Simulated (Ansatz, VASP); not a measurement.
# LiGeN in VASP and in Ansatz

```
CELL_PARAMETERS angstrom
3.01241 0.00000 0.00000
-1.50620 2.60882 0.00000
0.00000 0.00000 9.41946
ATOMIC_POSITIONS crystal
Li 0.66667 0.33333 0.74339
Li 0.33333 0.66667 0.24339
Ge 0.00000 0.00000 0.49802
Ge 0.00000 0.00000 0.99802
N 0.33333 0.66667 0.60322
N 0.66667 0.33333 0.10322
```

Alike in both runs: task single point; functional PBE; k mesh 6 × 6 × 1; no spin polarisation.

```csv
,VASP,Ansatz
version,VASP 6.6.1,Ansatz 0.2.0
potentials or method,"VASP PAW PBE potentials, release 64 (Li_sv, Ge_d, N), cutoff 520 eV","plane waves, PAW"
occupations,"methfessel-paxton of order 1, width 0.05 eV","cold, width 0.05 eV"
valence electrons in the cell,44,44
```

Ansatz gave:

| Property | Result |
| --- | --- |
| rms of the force components (eV/Å) | 0.026 |

What did VASP give for the same quantities?

rms of the force components (eV/Å): 0.030.

Atom by atom the forces differ by 0.008 eV/Å (rms over components).

The k mesh is coarse, so the values compare programs but aren't converged. Noted on VASP's run: the cutoff is under 1.25 times that of the potentials, so the pressure is a little rough.
